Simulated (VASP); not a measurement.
Here is a VASP 6.6.1 calculation.

INCAR

```
ALGO = Normal ; EDIFF = 1E-6
ENCUT = 520 ; GGA = PE
ISIF = 2 ; ISMEAR = 0
LASPH = T ; LCHARG = T
LELF = T ; LREAL = F
LVHAR = T ; LWAVE = F
NBANDS = 16 ; NELM = 80
PREC = Accurate ; SIGMA = 0.1
```

Contents of KPOINTS:

```
k-points
0
Gamma
  7 7 4
```

Contents of POSCAR:

```
NaLa
1.0
    3.6062507687      0.0000000000      0.0000000000
   -1.8031253843      3.1231047781      0.0000000000
    0.0000000000      0.0000000000      6.4837820000
La Na
1 1
Direct
    0.3333333333      0.6666666667      0.5000000000
    0.0000000000      0.0000000000      0.0000000000
```

Potentials or basis: VASP PAW PBE potentials, release 64 (La, Na_pv).

The run is started by

```console
$ cat potpaw_PBE.64/La/POTCAR potpaw_PBE.64/Na_pv/POTCAR > POTCAR
$ mpirun -np 1 vasp_std > vasp.out
```

Question: Estimate the pressure.

Answer: -0.2 GPa.

Question: Predict the band gap on the k mesh.

Answer: Zero (bands 9 and 10 overlap by 0.68 eV).

Stress tensor (GPa, compression positive):
```
-0.42  0.00  0.00
 0.00 -0.42  0.00
 0.00  0.00  0.15
```

Caveat: spin-orbit coupling is left out, which moves the levels of the heavy elements.
